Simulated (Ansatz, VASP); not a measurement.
## TaBiBr5: VASP beside Ansatz

File INCAR:

```
PREC = Accurate
ENCUT = 520
EDIFF = 1E-6
ISMEAR = 0
SIGMA = 0.1
LREAL = F
LASPH = T
NELM = 80
ALGO = Normal
ISIF = 2
LWAVE = F
LCHARG = T
GGA = PE
LELF = T
LVHAR = T
NBANDS = 40
```

Contents of KPOINTS:

```
regular mesh
0
Gamma
  4 4 2
```

The input POSCAR:

```
TaBiBr5
1.0
    4.7783919569      0.0000000000      0.0000000000
    0.0000000000      4.7783919569      0.0000000000
    0.0000000000      0.0000000000      8.3925364832
Ta Bi Br
1 1 5
Direct
    0.5000000000      0.5000000000      0.0000000000
    0.0000000000      0.0000000000      0.5000000000
    0.5000000000      0.0000000000      0.7262000000
    0.0000000000      0.5000000000      0.7262000000
    0.5000000000      0.0000000000      0.2738000000
    0.0000000000      0.5000000000      0.2738000000
    0.0000000000      0.0000000000      0.0000000000
```

Input for Ansatz:

```yaml
crystal:
  lattice:
    - [4.7783919569, 0.0, 0.0]
    - [0.0, 4.7783919569, 0.0]
    - [0.0, 0.0, 8.3925364832]
  atoms:
    - { symbol: Ta, position: [0.5, 0.5, 0.0] }
    - { symbol: Bi, position: [0.0, 0.0, 0.5] }
    - { symbol: Br, position: [0.5, 0.0, 0.7262] }
    - { symbol: Br, position: [0.0, 0.5, 0.7262] }
    - { symbol: Br, position: [0.5, 0.0, 0.2738] }
    - { symbol: Br, position: [0.0, 0.5, 0.2738] }
    - { symbol: Br, position: [0.0, 0.0, 0.0] }
basis:
  ecutwfc: 420
kpoints:
  mp_grid: { grid: [4, 4, 2] }
hamiltonian:
  xc: pbe
scf:
  occupations: { method: gaussian, width: 0.1 }
  lower_state_search: "off"
output:
  forces: true
  stress: true
  eigenvalues: true
```

Alike in both runs: task single point; functional PBE; k mesh 4 × 4 × 2; occupations gaussian, width 0.1 eV; no spin polarisation.

|  | VASP | Ansatz |
| --- | --- | --- |
| version | VASP 6.6.1 | Ansatz 0.2.0 |
| potentials or method | VASP PAW PBE potentials, release 64 (Ta_pv, Bi_d, Br), cutoff 520 eV | scalar-relativistic, plane waves, PAW |
| valence electrons in the cell | 61 | 63 |

Ansatz gave:

```
gap on the k mesh at the Fermi level (eV)                     : none
pressure (GPa)                                                : -0.9
traceless stress, the component that is largest in VASP (GPa) : -2.43
rms of the force components (eV/Å)                            : 0.163
```

What did VASP give for the same quantities?

gap on the k mesh at the Fermi level (eV): none; pressure (GPa): -0.9; traceless stress, the component that is largest in VASP (GPa): -2.43; rms of the force components (eV/Å): 0.162.

Atom by atom the forces differ by 0.001 eV/Å (rms over components). A gap of «none» marks a metal or a gap that the smearing closes. VASP's potentials hold 61 valence electrons a cell and Ansatz's 63, so a difference there can come from the potentials and not from the codes.

The k mesh is coarse, so the values compare programs but aren't converged. Spin-orbit coupling is off throughout.
